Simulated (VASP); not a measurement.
# AlAu (Pm-3m) in VASP: further runs

AlAu is run at these levels: LDA; tasks: single point, relaxation of cell and atoms.

Program: VASP 6.6.1. These are calculated values, not measurements. Logs are shortened: lines on timing, memory, paths and dates and some standing lists are left out, and cuts for length are marked.

### Step 1. The cell of the first run

Symmetry: Pm-3m, No. 221, cubic system. Conventional cell: a = 3.039 Å, b = 3.039 Å, c = 3.039 Å, α = 90.00°, β = 90.00°, γ = 90.00°. Within 3.5 Å of Al (site symmetry m-3m) lie 8 Au at 2.63 Å and 6 Al at 3.04 Å. Au (site symmetry m-3m) has 8 Al at 2.63 Å and 6 Au at 3.04 Å within 3.5 Å.

### Step 2. Single point, LDA

File INCAR:

```
SYSTEM = AlAu
  PREC = Accurate
  ENCUT = 520
  EDIFF = 1E-6
  ISMEAR = 0
  SIGMA = 0.05
  LREAL = .FALSE.
  LASPH = .TRUE.
  NELM = 60
  ALGO = Normal
  ISIF = 2
  LWAVE = .FALSE.
  LCHARG = .FALSE.
  NBANDS = 14
```

File KPOINTS:

```
regular mesh
0
G
  6 6 6
  0 0 0
```

File POSCAR:

```
AlAu
1.0
    3.0392054465      0.0000000000      0.0000000000
    0.0000000000      3.0392054465      0.0000000000
    0.0000000000      0.0000000000      3.0392054465
Al Au
1 1
Direct
    0.0000000000      0.0000000000      0.0000000000
    0.5000000000      0.5000000000      0.5000000000
```

Potentials or basis: VASP PAW LDA potentials, release 64 (Al, Au).

The run is started by

```console
$ cat potpaw_LDA.64/Al/POTCAR potpaw_LDA.64/Au/POTCAR > POTCAR
$ mpirun -np 1 vasp_std > vasp.out
```

OUTCAR:

```text
SYSTEM = AlAu
   PREC = Accurate
   ENCUT = 520
   EDIFF = 1E-6
   ISMEAR = 0
   LREAL = .FALSE.
   LASPH = .TRUE.
   NELM = 60
   ISIF = 2

 ion  position               nearest neighbor table
   1  0.000  0.000  0.000-   2 2.63   2 2.63   2 2.63   2 2.63   2 2.63   2 2.63   2 2.63   2 2.63

   2  0.500  0.500  0.500-   1 2.63   1 2.63   1 2.63   1 2.63   1 2.63   1 2.63   1 2.63   1 2.63

  LATTYP: Found a simple cubic cell.
 ALAT       =     3.0392054465

  Lattice vectors:

 A1 = (   3.0392054465,   0.0000000000,   0.0000000000)
 A2 = (   0.0000000000,   3.0392054465,   0.0000000000)
 A3 = (   0.0000000000,   0.0000000000,   3.0392054465)

Analysis of symmetry for initial positions (statically):
=====================================================================
 Subroutine PRICEL returns:
 Original cell was already a primitive cell.

 Routine SETGRP: Setting up the symmetry group for a
 simple cubic supercell.

 Subroutine GETGRP returns: Found 48 space group operations
 (whereof 48 operations were pure point group operations)
 out of a pool of 48 trial point group operations.

The static configuration has the point symmetry O_h .

Analysis of symmetry for dynamics (positions and initial velocities):
=====================================================================
 Subroutine PRICEL returns:
 Original cell was already a primitive cell.

 Routine SETGRP: Setting up the symmetry group for a
 simple cubic supercell.

 Subroutine GETGRP returns: Found 48 space group operations
 (whereof 48 operations were pure point group operations)
 out of a pool of 48 trial point group operations.

The dynamic configuration has the point symmetry O_h .

 Subroutine INISYM returns: Found 48 space group operations
 (whereof 48 operations are pure point group operations),
 and found     1 'primitive' translations

----------------------------------------------------------------------------------------

                                     Primitive cell

  volume of cell :      28.0724

  direct lattice vectors                    reciprocal lattice vectors
     3.039205447  0.000000000  0.000000000     0.329033367  0.000000000  0.000000000
     0.000000000  3.039205447  0.000000000     0.000000000  0.329033367  0.000000000
     0.000000000  0.000000000  3.039205447     0.000000000  0.000000000  0.329033367

  length of vectors
     3.039205447  3.039205447  3.039205447     0.329033367  0.329033367  0.329033367

  position of ions in fractional coordinates (direct lattice)
     0.000000000  0.000000000  0.000000000
     0.500000000  0.500000000  0.500000000

  ion indices of the primitive-cell ions
   primitive index   ion index
                 1           1
                 2           2

----------------------------------------------------------------------------------------

 KPOINTS: regular mesh

Automatic generation of k-mesh.
 Grid dimensions read from file:
 generate k-points for:    6    6    6

 Generating k-lattice:

  Cartesian coordinates                     Fractional coordinates (reciprocal lattice)
     0.054838894  0.000000000  0.000000000     0.166666667  0.000000000  0.000000000
     0.000000000  0.054838894  0.000000000     0.000000000  0.166666667  0.000000000
     0.000000000  0.000000000  0.054838894     0.000000000  0.000000000  0.166666667

  Length of vectors
     0.054838894  0.054838894  0.054838894

  Shift w.r.t. Gamma in fractional coordinates (k-lattice)
     0.000000000  0.000000000  0.000000000

 Subroutine IBZKPT returns following result:
 ===========================================

 Found     20 irreducible k-points:

 Following reciprocal coordinates:
            Coordinates               Weight
  0.000000  0.000000  0.000000      1.000000
  0.166667  0.000000  0.000000      6.000000
  0.333333  0.000000  0.000000      6.000000
  0.500000  0.000000  0.000000      3.000000
  0.166667  0.166667  0.000000     12.000000
  0.333333  0.166667  0.000000     24.000000
[... 12 lines left out ...]
  0.500000  0.500000  0.333333      6.000000
  0.500000  0.500000  0.500000      1.000000
   k-points           NKPTS =     20   k-points in BZ     NKDIM =     20   number of bands    NBANDS=     14
   number of dos      NEDOS =    301   number of ions     NIONS =      2
   total plane-waves  NPLWV =  13824
   dimension x,y,z NGX =    24 NGY =   24 NGZ =   24
   dimension x,y,z NGXF=    48 NGYF=   48 NGZF=   48
   ions per type =               1   1
   NGX,Y,Z   is equivalent  to a cutoff of  13.13, 13.13, 13.13 a.u.
   NGXF,Y,Z  is equivalent  to a cutoff of  26.26, 26.26, 26.26 a.u.
 SYSTEM =  AlAu
   PREC   = accura    normal or accurate (medium, high low for compatibility)
   ISTART =      0    job   : 0-new  1-cont  2-samecut
   ICHARG =      2    charge: 1-file 2-atom 10-const
   ISPIN  =      1    spin polarized calculation?
   LNONCOLLINEAR =      F non collinear calculations
   LSORBIT =      F    spin-orbit coupling
   LASPH  =      T    aspherical Exc in radial PAW
   ENCUT  =  520.0 eV  38.22 Ry    6.18 a.u.   5.65  5.65  5.65*2*pi/ulx,y,z
   NELM   =     60;   NELMIN=  2; NELMDL= -5     # of ELM steps
   EDIFF  = 0.1E-05   stopping-criterion for ELM
   LREAL  =      F    real-space projection
   EDIFFG = 0.1E-04   stopping-criterion for IOM
   NSW    =      0    number of steps for IOM
   IBRION =     -1    ionic relax: 0-MD 1-quasi-New 2-CG
   NFREE  =      0    steps in history (QN), initial steepest desc. (CG)
   ISIF   =      2    stress and relaxation
   ISYM   =      2    0-nonsym 1-usesym 2-fastsym
   POTIM  = 0.5000    time-step for ionic-motion
   TEBEG  =    0.0;   TEEND  =   0.0 temperature during run
   PSTRESS=    0.0 pullay stress
   NELECT =      14.0000    total number of electrons
   NUPDOWN=      -1.0000    fix difference up-down
   EMIN   =  10.00;   EMAX   =-10.00  energy-range for DOS
   EFERMI =   0.00;   METHOD = LEGACY
   ISMEAR =     0;   SIGMA  =   0.05  broadening in eV -4-tet -1-fermi 0-gaus
   EFERMI_NEDOS =   21; number of points for ismear=-14 and -15
   IALGO  =     38    algorithm
   IMIX   =      4    mixing-type and parameters
     AMIX     =   0.40;   BMIX     =  1.00
     AMIX_MAG =   1.60;   BMIX_MAG =  1.00
  volume/ion in A,a.u.               =      14.04        94.72
  Fermi-wavevector in a.u.,A,eV,Ry     =   1.298247  2.453332 22.931888  1.685446
  Thomas-Fermi vector in A             =   2.429588
   LORBIT       =      0    0 simple, 1 ext, 2 COOP (PROOUT), +10 PAW based schemes
   GGA     = CA    functional components
   LHFCALC =     F    Hartree Fock is set to
   AEXX    =    0.0000 exact exchange contribution
   IVDW    =     0    specifies the selected vdW correction
   LEPSILON=     F    determine dielectric tensor
   LRPA    =     F    only Hartree local field effects (RPA)
 non-spin polarized calculation
 Gauss-broadening in eV      SIGMA  =   0.05
  energy-cutoff  :      520.00
  volume of cell :       28.07
 maximum number of plane-waves:       768
 NGX is ok and might be reduce to    24
   NGX = 11   NGY = 11   NGZ = 11

 number of electron      14.0000003 magnetization

 Free energy of the ion-electron system (eV)
  ---------------------------------------------------
  ext. energy  EPLUGINS =         0.00000000
  ---------------------------------------------------
  free energy    TOTEN  =        -9.05038320 eV

  energy without entropy =       -9.04896552  energy(sigma->0) =       -9.04967436

 E-fermi :  12.6204     XC(G=0): -12.5721

 val. band max:       12.6135471021   @ k =   0.5000   0.5000   0.5000
 cond. band min:      12.6763851377   @ k =   0.5000   0.5000   0.3333
 fundamental gap:      0.0628380356
 Fermi energy:        12.6204108049

 k-point     1 :       0.0000    0.0000    0.0000
  band No.  band energies     occupation
      1      -0.9368      2.00000
      2       4.1514      2.00000
      3       4.1514      2.00000
      4       6.7487      2.00000
      5       6.7487      2.00000
      6       6.7487      2.00000
      7      15.0401      0.00000
      8      15.0401      0.00000
      9      15.0401      0.00000
     10      20.0256      0.00000
     11      20.0256      0.00000
     12      20.8308      0.00000
     13      29.3150      0.00000
     14      29.3150      0.00000

 k-point     2 :       0.1667    0.0000    0.0000
  band No.  band energies     occupation
      1      -0.4223      2.00000
      2       4.2641      2.00000
      3       4.3627      2.00000
      4       6.4029      2.00000
      5       6.4029      2.00000
      6       6.7884      2.00000
      7      12.5465      1.96353
      8      15.8440      0.00000
      9      15.8440      0.00000
     10      19.3021      0.00000
     11      20.6081      0.00000
     12      23.6784      0.00000
     13      26.9973      0.00000
     14      26.9973      0.00000

 k-point     3 :       0.3333    0.0000    0.0000
  band No.  band energies     occupation
      1       0.9722      2.00000
      2       4.5033      2.00000
      3       4.5266      2.00000
      4       5.8148      2.00000
      5       5.8148      2.00000
      6       6.8691      2.00000
      7       9.6265      2.00000
      8      17.7821      0.00000
      9      17.7821      0.00000
     10      18.0436      0.00000
     11      21.2603      0.00000
     12      23.6984      0.00000
     13      23.6984      0.00000
     14      25.5379      0.00000
[... 256 lines left out ...]
 k-point    19 :       0.5000    0.5000    0.3333
  band No.  band energies     occupation
      1       3.2946      2.00000
      2       3.9262      2.00000
      3       3.9262      2.00000
      4       6.7938      2.00000
      5       7.9370      2.00000
      6      11.2327      2.00000
      7      11.2327      2.00000
      8      11.5957      2.00000
      9      12.6764      0.11338
     10      16.8914      0.00000
     11      18.2109      0.00000
     12      18.2109      0.00000
     13      18.4275      0.00000
     14      31.8441      0.00000

 k-point    20 :       0.5000    0.5000    0.5000
  band No.  band energies     occupation
      1       3.5709      2.00000
      2       3.5709      2.00000
      3       3.5709      2.00000
      4       7.9535      2.00000
      5       7.9535      2.00000
      6      12.1271      2.00000
      7      12.6135      1.15393
      8      12.6135      1.15393
      9      12.6135      1.15393
     10      15.1844      0.00000
     11      16.5290      0.00000
     12      16.5290      0.00000
     13      16.5290      0.00000
     14      34.9293      0.00000

------------------------ aborting loop because EDIFF is reached ----------------------------------------

  FORCE on cell =-STRESS in cart. coord.  units (eV):
  Direction    XX          YY          ZZ          XY          YZ          ZX
  --------------------------------------------------------------------------------------
  -------------------------------------------------------------------------------------
  Total        3.5967179      3.5967179      3.5967179      0.0000000      0.0000000     -0.0000000
  in kB      205.2753384    205.2753384    205.2753384      0.0000000      0.0000000     -0.0000000
  external PRESSURE =     205.2753384 kB  Pullay stress =       0.0000000 kB

 VOLUME and BASIS-vectors are now :
 -----------------------------------------------------------------------------
  energy-cutoff  :      520.00
  volume of cell :       28.07
      direct lattice vectors                 reciprocal lattice vectors
     3.039205447  0.000000000  0.000000000     0.329033367  0.000000000  0.000000000
     0.000000000  3.039205447  0.000000000     0.000000000  0.329033367  0.000000000
     0.000000000  0.000000000  3.039205447     0.000000000  0.000000000  0.329033367

 POSITION                                       TOTAL-FORCE (eV/Angst)
 -----------------------------------------------------------------------------------
      0.00000      0.00000      0.00000         0.000000      0.000000      0.000000
      1.51960      1.51960      1.51960         0.000000      0.000000      0.000000
 -----------------------------------------------------------------------------------
    total drift:                                0.000000     -0.000000     -0.000000

  FREE ENERGIE OF THE ION-ELECTRON SYSTEM (eV)
  ---------------------------------------------------
  free  energy   TOTEN  =        -9.0503831959 eV

  energy  without entropy=       -9.0489655197  energy(sigma->0) =       -9.04967436
```

It took 3.4 s on 1 thread of Intel Xeon 6975P-C, shared host; peak memory 0.13 GiB.

Results:

- Free energy: -9.0504 eV
- Pressure: 20.5 GPa
- Band gap on the k mesh: zero (band 7 reaches 15.04 eV, above the bottom of band 8 at 10.98 eV)

Caveat: spin-orbit coupling is left out, which moves the levels of the heavy elements.

### Step 3. Single point, LDA

This run uses another cell than the first one, of 15.69 Å³/atom, 1.118 times its volume.

File INCAR:

```
SYSTEM = AlAu
ALGO = Normal
EDIFF = 1E-6
ENCUT = 520
ISIF = 2
ISMEAR = 0
LASPH = .TRUE.
LCHARG = .TRUE.
LELF = .TRUE.
LREAL = .FALSE.
LVHAR = .TRUE.
LWAVE = .FALSE.
NBANDS = 14
NELM = 100
PREC = Accurate
SIGMA = 0.05
```

File KPOINTS:

```
k-points
0
G
  6 6 6
  0 0 0
```

File POSCAR:

```
AlAu
1.0
    3.1542056836      0.0000000000      0.0000000000
    0.0000000000      3.1542056836      0.0000000000
    0.0000000000      0.0000000000      3.1542056836
Al Au
1 1
Direct
    0.0000000000      0.0000000000      0.0000000000
    0.5000000000      0.5000000000      0.5000000000
```

Potentials or basis: VASP PAW LDA potentials, release 64 (Al, Au).

The run is started by

```console
$ cat potpaw_LDA.64/Al/POTCAR potpaw_LDA.64/Au/POTCAR > POTCAR
$ mpirun -np 1 vasp_std > vasp.out
```

Wall time 4.1 s (1 thread of Intel Xeon 6975P-C, shared host); peak memory 0.13 GiB.

It converged, with:

* Free energy: -9.2523 eV
* Pressure: 0.3 GPa
* Band gap on the k mesh: zero (band 7 reaches 13.18 eV, above the bottom of band 8 at 9.09 eV)

Levels at points of the mesh, in eV from the Fermi level:
```
           k point  band 4  band 5  band 6  band 7  band 8  band 9  band 10  band 11
(0.00, 0.00, 0.00)   -5.16   -5.16   -5.16    2.65    2.65    2.65     7.08     7.44
(0.50, 0.00, 0.00)   -6.14   -6.14   -5.03   -3.59    5.49    7.18     7.18     8.14
(0.50, 0.50, 0.00)   -5.91   -4.21   -3.94   -3.94   -1.44    0.81     7.17    10.81
(0.50, 0.50, 0.50)   -4.16   -4.16   -0.52    0.58    0.58    0.58     2.21     3.68
```

Caveat: spin-orbit coupling is left out, which moves the levels of the heavy elements.

### Step 4. Relaxation of cell and atoms, LDA

This run uses another cell than the first one, of 16.69 Å³/atom, 1.189 times its volume.

File INCAR:

```
PREC = Accurate
ENCUT = 600
EDIFF = 1E-6
ISMEAR = 0
SIGMA = 0.05
LREAL = F
LASPH = T
NELM = 60
ALGO = Normal
ISIF = 3
LWAVE = F
LCHARG = F
IBRION = 2
NSW = 80
EDIFFG = -0.03
```

File KPOINTS:

```
regular mesh
0
Gamma
  6 6 6
```

File POSCAR:

```
AlAu
1.0
    3.2200000000      0.0000000000      0.0000000000
    0.0000000000      3.2200000000      0.0000000000
    0.0000000000      0.0000000000      3.2200000000
Al Au
1 1
Direct
    0.0000000000      0.0000000000      0.0000000000
    0.5000000000      0.5000000000      0.5000000000
```

The run is started by

```console
$ cat potpaw_LDA.64/Al/POTCAR potpaw_LDA.64/Au/POTCAR > POTCAR
$ mpirun -np 1 vasp_std > vasp.out
```

Wall time 13 s (1 thread of Intel Xeon 6975P-C, shared host); peak memory 0.15 GiB.

The run converged. Its results:

```
Free energy                            : -9.2525 eV
Relaxed volume                         : 15.74 Å³/atom
Relaxed cell                           : a = 3.157 Å, b = 3.157 Å, c = 3.157 Å, α = 90.00°, β = 90.00°, γ = 90.00°
Space group after relaxing (to 0.05 Å) : Pm-3m (No. 221)
Energy gained by relaxing              : 24.3 meV/atom
Ionic steps                            : 3
Pressure after relaxing                : -0.1 GPa
Band gap on the k mesh                 : zero (band 7 reaches 13.13 eV, above the bottom of band 8 at 9.04 eV)
```

The path:
| step | energy change (eV) | largest force (eV/Å) | pressure (GPa) | volume (Å³) |
| --- | --- | --- | --- | --- |
| 1 | 0.0000 | 0.0000 | -7.59 | 33.39 |
| 2 | 0.0010 | 0.0000 | 9.58 | 29.71 |
| 3 | -0.0485 | 0.0000 | -0.09 | 31.47 |

Final structure:
```yaml
crystal:
  lattice:
    - [3.15732, 0.00000, 0.00000]
    - [0.00000, 3.15732, 0.00000]
    - [0.00000, 0.00000, 3.15732]
  atoms:
    - { symbol: Al, position: [0.00000, 0.00000, 0.00000] }
    - { symbol: Au, position: [0.50000, 0.50000, 0.50000] }
```

Levels at points of the mesh, in eV from the Fermi level:
```csv
k point,band 4,band 5,band 6,band 7,band 8,band 9,band 10,band 11
"(0.00, 0.00, 0.00)",-5.14,-5.14,-5.14,2.65,2.65,2.65,7.06,7.44
"(0.50, 0.00, 0.00)",-6.12,-6.12,-5.01,-3.57,5.51,7.18,7.18,8.12
"(0.50, 0.50, 0.00)",-5.88,-4.20,-3.92,-3.92,-1.44,0.80,7.17,10.81
"(0.50, 0.50, 0.50)",-4.15,-4.15,-0.52,0.60,0.60,0.60,2.20,3.67
```

Caveat: spin-orbit coupling is left out, which moves the levels of the heavy elements.

### Step 5. Relaxation of cell and atoms, LDA, target pressure 20 GPa, at which the enthalpy is minimised

This run uses another cell than the first one, of 16.69 Å³/atom, 1.189 times its volume.

INCAR: that of step 4 with these lines changed.

```diff
@@ -15 +15,2 @@
 EDIFFG = -0.03
+PSTRESS = 200.0
```

KPOINTS is that of step 4.

POSCAR is that of step 4.

The run is started by

```console
$ cat potpaw_LDA.64/Al/POTCAR potpaw_LDA.64/Au/POTCAR > POTCAR
$ mpirun -np 1 vasp_std > vasp.out
```

It took 22 s on 1 thread of Intel Xeon 6975P-C, shared host; peak memory 0.16 GiB.

It converged, with:

- Free energy: -9.0621 eV
- Relaxed volume: 14.08 Å³/atom
- Relaxed cell: a = 3.042 Å, b = 3.042 Å, c = 3.042 Å, α = 90.00°, β = 90.00°, γ = 90.00°
- Space group after relaxing (to 0.05 Å): Pm-3m (No. 221)
- Energy change on relaxing (the enthalpy is what falls): +70.9 meV/atom
- Ionic steps: 5
- Pressure after relaxing: 20.0 GPa
- Band gap on the k mesh: zero (band 7 reaches 14.98 eV, above the bottom of band 8 at 10.92 eV)

Step by step:
```tsv
step	energy change (eV)	largest force (eV/Å)	pressure (GPa)	volume (Å³)
1	0.0000	0.0000	-7.59	33.39
2	3.0300	0.0000	143.30	21.34
3	0.0933	0.0000	16.93	28.58
4	0.1218	0.0000	18.77	28.33
5	0.1419	0.0000	19.98	28.16
```

Final structure:
```
Al Au
1.0
     3.04248    0.00000    0.00000
     0.00000    3.04248    0.00000
     0.00000    0.00000    3.04248
Al Au
1 1
Direct
  0.00000 0.00000 0.00000
  0.50000 0.50000 0.50000
```

Levels at points of the mesh, in eV from the Fermi level:
```csv
k point,band 4,band 5,band 6,band 7,band 8,band 9,band 10,band 11
"(0.00, 0.00, 0.00)",-5.85,-5.85,-5.85,2.42,2.42,2.42,7.40,7.40
"(0.50, 0.00, 0.00)",-7.04,-7.04,-5.69,-4.00,4.87,7.06,7.06,8.73
"(0.50, 0.50, 0.00)",-6.78,-4.78,-4.78,-4.72,-1.64,1.15,7.37,10.85
"(0.50, 0.50, 0.50)",-4.66,-4.66,-0.50,0.01,0.01,0.01,2.55,3.90
```

Caveat: the cell is relaxed towards a set pressure, so the enthalpy falls and the energy may rise; the volume moved by over 15 % at a fixed basis, so the end points are rough; spin-orbit coupling is left out, which moves the levels of the heavy elements.

[end of part 1 of 2]
